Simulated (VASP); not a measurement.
# H4BrN (P-43m) in VASP: notebook

Runs on H4BrN. Level: LDA. Tasks: relaxation of cell and atoms.

Program: VASP 6.6.1. These are calculated values, not measurements. Logs are shortened: lines on timing, memory, paths and dates and some standing lists are left out, and cuts for length are marked.

## 1. The cell of the first run

It takes space group P-43m (No. 215, cubic). Conventional cell: a = 4.000 Å, b = 4.000 Å, c = 4.000 Å, α = 90.00°, β = 90.00°, γ = 90.00°. Within 1.4 Å of H (site symmetry 3m) lie 1 N at 1.03 Å. Within 3.2 Å of Br (site symmetry -43m) lie 4 H at 2.44 Å. N (site symmetry -43m) has 4 H at 1.03 Å within 1.4 Å.

## 2. Relaxation of cell and atoms, LDA, target pressure 10 GPa, at which the enthalpy is minimised

INCAR

```
  ALGO = Normal
  EDIFF = 1E-6
  EDIFFG = -0.02
  ENCUT = 600
  IBRION = 2
  ISIF = 3
  ISMEAR = -1
  LASPH = True
  LCHARG = False
  LREAL = False
  LWAVE = False
  NELM = 80
  NSW = 50
  PREC = Accurate
  PSTRESS = 100.0
  SIGMA = 0.01
```

KPOINTS

```
k-points
0
Gamma
  4 4 4
```

POSCAR

```
H4BrN
1.0
    4.0000000000      0.0000000000      0.0000000000
    0.0000000000      4.0000000000      0.0000000000
    0.0000000000      0.0000000000      4.0000000000
H Br N
4 1 1
Direct
    0.1480000000      0.1480000000      0.1480000000
    0.1480000000      0.8520000000      0.8520000000
    0.8520000000      0.1480000000      0.8520000000
    0.8520000000      0.8520000000      0.1480000000
    0.5000000000      0.5000000000      0.5000000000
    0.0000000000      0.0000000000      0.0000000000
```

Potentials or basis: VASP PAW LDA potentials, release 64 (H, Br, N).

Command:

```console
cat potpaw_LDA.64/H/POTCAR potpaw_LDA.64/Br/POTCAR potpaw_LDA.64/N/POTCAR > POTCAR
mpirun -np 1 vasp_std > vasp.out
```

OUTCAR:

```text
EDIFF = 1E-6
   EDIFFG = -0.02
   ENCUT = 600
   IBRION = 2
   ISIF = 3
   ISMEAR = -1
   LASPH = True
   LREAL = False
   NELM = 80
   NSW = 50
   PREC = Accurate
   PSTRESS = 100.0

 ion  position               nearest neighbor table
   1  0.148  0.148  0.148-   6 1.03
   2  0.148  0.852  0.852-   6 1.03
   3  0.852  0.148  0.852-   6 1.03
   4  0.852  0.852  0.148-   6 1.03
   5  0.500  0.500  0.500-
   6  0.000  0.000  0.000-   1 1.03   2 1.03   3 1.03   4 1.03

  LATTYP: Found a simple cubic cell.
 ALAT       =     4.0000000000

  Lattice vectors:

 A1 = (   4.0000000000,   0.0000000000,   0.0000000000)
 A2 = (   0.0000000000,   4.0000000000,   0.0000000000)
 A3 = (   0.0000000000,   0.0000000000,   4.0000000000)

Analysis of symmetry for initial positions (statically):
=====================================================================
 Subroutine PRICEL returns:
 Original cell was already a primitive cell.

 Routine SETGRP: Setting up the symmetry group for a
 simple cubic supercell.

 Subroutine GETGRP returns: Found 24 space group operations
 (whereof 24 operations were pure point group operations)
 out of a pool of 48 trial point group operations.

The static configuration has the point symmetry T_d .

Analysis of symmetry for dynamics (positions and initial velocities):
=====================================================================
 Subroutine PRICEL returns:
 Original cell was already a primitive cell.

 Routine SETGRP: Setting up the symmetry group for a
 simple cubic supercell.

 Subroutine GETGRP returns: Found 24 space group operations
 (whereof 24 operations were pure point group operations)
 out of a pool of 48 trial point group operations.

The dynamic configuration has the point symmetry T_d .

 Subroutine INISYM returns: Found 24 space group operations
 (whereof 24 operations are pure point group operations),
 and found     1 'primitive' translations

----------------------------------------------------------------------------------------

                                     Primitive cell

  volume of cell :      64.0000

  direct lattice vectors                    reciprocal lattice vectors
     4.000000000  0.000000000  0.000000000     0.250000000  0.000000000  0.000000000
     0.000000000  4.000000000  0.000000000     0.000000000  0.250000000  0.000000000
     0.000000000  0.000000000  4.000000000     0.000000000  0.000000000  0.250000000

  length of vectors
     4.000000000  4.000000000  4.000000000     0.250000000  0.250000000  0.250000000

  position of ions in fractional coordinates (direct lattice)
     0.148000000  0.148000000  0.148000000
     0.148000000  0.852000000  0.852000000
     0.852000000  0.148000000  0.852000000
     0.852000000  0.852000000  0.148000000
     0.500000000  0.500000000  0.500000000
     0.000000000  0.000000000  0.000000000

  ion indices of the primitive-cell ions
   primitive index   ion index
                 1           1
                 2           2
                 3           3
                 4           4
                 5           5
                 6           6

----------------------------------------------------------------------------------------

 KPOINTS: k-points

Automatic generation of k-mesh.
 Grid dimensions read from file:
 generate k-points for:    4    4    4

 Generating k-lattice:

  Cartesian coordinates                     Fractional coordinates (reciprocal lattice)
     0.062500000  0.000000000  0.000000000     0.250000000  0.000000000  0.000000000
     0.000000000  0.062500000  0.000000000     0.000000000  0.250000000  0.000000000
     0.000000000  0.000000000  0.062500000     0.000000000  0.000000000  0.250000000

  Length of vectors
     0.062500000  0.062500000  0.062500000

  Shift w.r.t. Gamma in fractional coordinates (k-lattice)
     0.000000000  0.000000000  0.000000000

 Subroutine IBZKPT returns following result:
 ===========================================

 Found     10 irreducible k-points:

 Following reciprocal coordinates:
            Coordinates               Weight
  0.000000  0.000000  0.000000      1.000000
  0.250000  0.000000  0.000000      6.000000
  0.500000  0.000000  0.000000      3.000000
  0.250000  0.250000  0.000000     12.000000
  0.500000  0.250000  0.000000     12.000000
  0.500000  0.500000  0.000000      3.000000
  0.250000  0.250000  0.250000      8.000000
  0.500000  0.250000  0.250000     12.000000
  0.500000  0.500000  0.250000      6.000000
  0.500000  0.500000  0.500000      1.000000
   k-points           NKPTS =     10   k-points in BZ     NKDIM =     10   number of bands    NBANDS=     12
   number of dos      NEDOS =    301   number of ions     NIONS =      6
   total plane-waves  NPLWV =  32768
   dimension x,y,z NGX =    32 NGY =   32 NGZ =   32
   dimension x,y,z NGXF=    64 NGYF=   64 NGZF=   64
   ions per type =               4   1   1
   NGX,Y,Z   is equivalent  to a cutoff of  13.30, 13.30, 13.30 a.u.
   NGXF,Y,Z  is equivalent  to a cutoff of  26.60, 26.60, 26.60 a.u.
 SYSTEM =  unknown system
   PREC   = accura    normal or accurate (medium, high low for compatibility)
   ISTART =      0    job   : 0-new  1-cont  2-samecut
   ICHARG =      2    charge: 1-file 2-atom 10-const
   ISPIN  =      1    spin polarized calculation?
   LNONCOLLINEAR =      F non collinear calculations
   LSORBIT =      F    spin-orbit coupling
   LASPH  =      T    aspherical Exc in radial PAW
   ENCUT  =  600.0 eV  44.10 Ry    6.64 a.u.   7.99  7.99  7.99*2*pi/ulx,y,z
   NELM   =     80;   NELMIN=  2; NELMDL= -5     # of ELM steps
   EDIFF  = 0.1E-05   stopping-criterion for ELM
   LREAL  =      F    real-space projection
   EDIFFG = -.2E-01   stopping-criterion for IOM
   NSW    =     50    number of steps for IOM
   IBRION =      2    ionic relax: 0-MD 1-quasi-New 2-CG
   NFREE  =      1    steps in history (QN), initial steepest desc. (CG)
   ISIF   =      3    stress and relaxation
   ISYM   =      2    0-nonsym 1-usesym 2-fastsym
   POTIM  = 0.5000    time-step for ionic-motion
   TEBEG  =    0.0;   TEEND  =   0.0 temperature during run
   PSTRESS=  100.0 pullay stress
   NELECT =      16.0000    total number of electrons
   NUPDOWN=      -1.0000    fix difference up-down
   EMIN   =  10.00;   EMAX   =-10.00  energy-range for DOS
   EFERMI =   0.00;   METHOD = LEGACY
   ISMEAR =    -1;   SIGMA  =   0.01  broadening in eV -4-tet -1-fermi 0-gaus
   EFERMI_NEDOS =   21; number of points for ismear=-14 and -15
   IALGO  =     38    algorithm
   IMIX   =      4    mixing-type and parameters
     AMIX     =   0.40;   BMIX     =  1.00
     AMIX_MAG =   1.60;   BMIX_MAG =  1.00
  volume/ion in A,a.u.               =      10.67        71.98
  Fermi-wavevector in a.u.,A,eV,Ry     =   1.031307  1.948889 14.471090  1.063595
  Thomas-Fermi vector in A             =   2.165449
   LORBIT       =      0    0 simple, 1 ext, 2 COOP (PROOUT), +10 PAW based schemes
   GGA     = CA    functional components
   LHFCALC =     F    Hartree Fock is set to
   AEXX    =    0.0000 exact exchange contribution
   IVDW    =     0    specifies the selected vdW correction
   LEPSILON=     F    determine dielectric tensor
   LRPA    =     F    only Hartree local field effects (RPA)
 conjugate gradient relaxation of ions
 non-spin polarized calculation
  energy-cutoff  :      600.00
  volume of cell :       64.00
 maximum number of plane-waves:      2176
 NGX is ok and might be reduce to    32
   NGX = 15   NGY = 15   NGZ = 15

--------------------------------------- Ionic step        1  -------------------------------------------

 number of electron      15.9999993 magnetization

 Free energy of the ion-electron system (eV)
  ---------------------------------------------------
  ext. energy  EPLUGINS =         0.00000000
  ---------------------------------------------------
  free energy    TOTEN  =       -28.57897930 eV

  energy without entropy =      -28.57897930  energy(sigma->0) =      -28.57897930

 E-fermi :  -0.1712     XC(G=0):  -8.7114

 val. band max:       -0.4685504649   @ k =   0.5000   0.5000   0.0000
 cond. band min:       3.4757431929   @ k =   0.0000   0.0000   0.0000
 fundamental gap:      3.9442936578
 Fermi energy:        -0.1711821328

 k-point     1 :       0.0000    0.0000    0.0000
  band No.  band energies     occupation
      1     -18.5972      2.00000
      2     -13.1623      2.00000
      3      -7.9730      2.00000
      4      -7.9730      2.00000
      5      -7.9730      2.00000
      6      -0.5569      2.00000
      7      -0.5569      2.00000
      8      -0.5569      2.00000
      9       3.4757      0.00000
     10       6.1456      0.00000
     11       6.1456      0.00000
     12       9.2598      0.00000
[... 382 lines left out ...]
  enthalpy is  TOTEN    =       -25.4055002054 eV   P V=        2.9721156041

--------------------------------------- Ionic step        7  -------------------------------------------

 number of electron      16.0000000 magnetization

 E-fermi :   1.7831     XC(G=0): -10.0199

 val. band max:        1.5343163089   @ k =   0.0000   0.0000   0.0000
 cond. band min:       6.9778845938   @ k =   0.0000   0.0000   0.0000
 fundamental gap:      5.4435682850
 Fermi energy:         1.7831047910

 k-point     1 :       0.0000    0.0000    0.0000
  band No.  band energies     occupation
      1     -16.2097      2.00000
      2     -11.6396      2.00000
      3      -5.3993      2.00000
      4      -5.3993      2.00000
      5      -5.3993      2.00000
      6       1.5343      2.00000
      7       1.5343      2.00000
      8       1.5343      2.00000
      9       6.9779      0.00000
     10       7.7367      0.00000
     11       7.7367      0.00000
     12      11.9360      0.00000
[... 172 lines left out ...]
  enthalpy is  TOTEN    =       -25.4055091050 eV   P V=        2.9707442407

--------------------------------------- Ionic step        8  -------------------------------------------

 number of electron      16.0000000 magnetization

 Free energy of the ion-electron system (eV)
  ---------------------------------------------------
  ext. energy  EPLUGINS =         0.00000000
  ---------------------------------------------------
  free energy    TOTEN  =       -28.39156805 eV

  energy without entropy =      -28.39156805  energy(sigma->0) =      -28.39156805

 E-fermi :   1.7243     XC(G=0):  -9.9970

 val. band max:        1.4917728410   @ k =   0.0000   0.0000   0.0000
 cond. band min:       6.9090332329   @ k =   0.0000   0.0000   0.0000
 fundamental gap:      5.4172603918
 Fermi energy:         1.7242868761

 k-point     1 :       0.0000    0.0000    0.0000
  band No.  band energies     occupation
      1     -16.2568      2.00000
      2     -11.6735      2.00000
      3      -5.4520      2.00000
      4      -5.4520      2.00000
      5      -5.4520      2.00000
      6       1.4918      2.00000
      7       1.4918      2.00000
      8       1.4918      2.00000
      9       6.9090      0.00000
     10       7.7086      0.00000
     11       7.7086      0.00000
     12      11.8928      0.00000
[... 166 lines left out ...]
  FREE ENERGIE OF THE ION-ELECTRON SYSTEM (eV)
  ---------------------------------------------------
  free  energy   TOTEN  =       -28.3915680546 eV

  energy  without entropy=      -28.3915680546  energy(sigma->0) =      -28.39156805

  enthalpy is  TOTEN    =       -25.4063169168 eV   P V=        2.9852511378

 reached required accuracy - stopping structural energy minimisation
```

Run time: 20 s. Hardware: 1 thread of Intel Xeon 6975P-C (Granite Rapids), shared host; peak memory 0.16 GiB.

Results:

```
Free energy                                            : -28.3916 eV
Relaxed volume                                         : 7.97 Å³/atom
Relaxed cell                                           : a = 3.630 Å, b = 3.630 Å, c = 3.630 Å, α = 90.00°, β = 90.00°, γ = 90.00°
Space group after relaxing (to 0.05 Å)                 : P-43m (No. 215)
Energy change on relaxing (the enthalpy is what falls) : +31.2 meV/atom
Ionic steps                                            : 8
Pressure after relaxing                                : 10.1 GPa
Largest force after relaxing                           : 0.017 eV/Å
Band gap on the k mesh                                 : 5.42 eV, direct
```

Forces in eV/Å, atoms in the order of the input:
```
H   -0.010 -0.010 -0.010
H   -0.010  0.010  0.010
H    0.010 -0.010  0.010
H    0.010  0.010 -0.010
Br   0.000  0.000  0.000
N    0.000  0.000  0.000
```

The path:
```tsv
step	energy change (eV)	largest force (eV/Å)	pressure (GPa)	volume (Å³)
1	0.0000	0.9557	1.16	64.00
2	-0.0815	0.3749	1.31	58.70
3	0.0785	0.4397	5.09	50.10
4	0.1555	0.5754	6.34	48.73
5	0.4055	1.0181	18.56	45.65
6	0.2014	0.0735	10.24	47.62
7	0.2027	0.0623	10.32	47.60
8	0.1874	0.0170	10.14	47.83
```

Final structure:
```
H Br N
1.0
     3.62992    0.00000    0.00000
     0.00000    3.62992    0.00000
     0.00000    0.00000    3.62992
H Br N
4 1 1
Direct
  0.16704 0.16704 0.16704
  0.16704 0.83296 0.83296
  0.83296 0.16704 0.83296
  0.83296 0.83296 0.16704
  0.50000 0.50000 0.50000
  0.00000 0.00000 0.00000
```

Caveat: the cell is relaxed towards a set pressure, so the enthalpy falls and the energy may rise; the volume moved by over 15 % at a fixed basis, so the end points are rough.

(Part 1 of 2 ends here.)
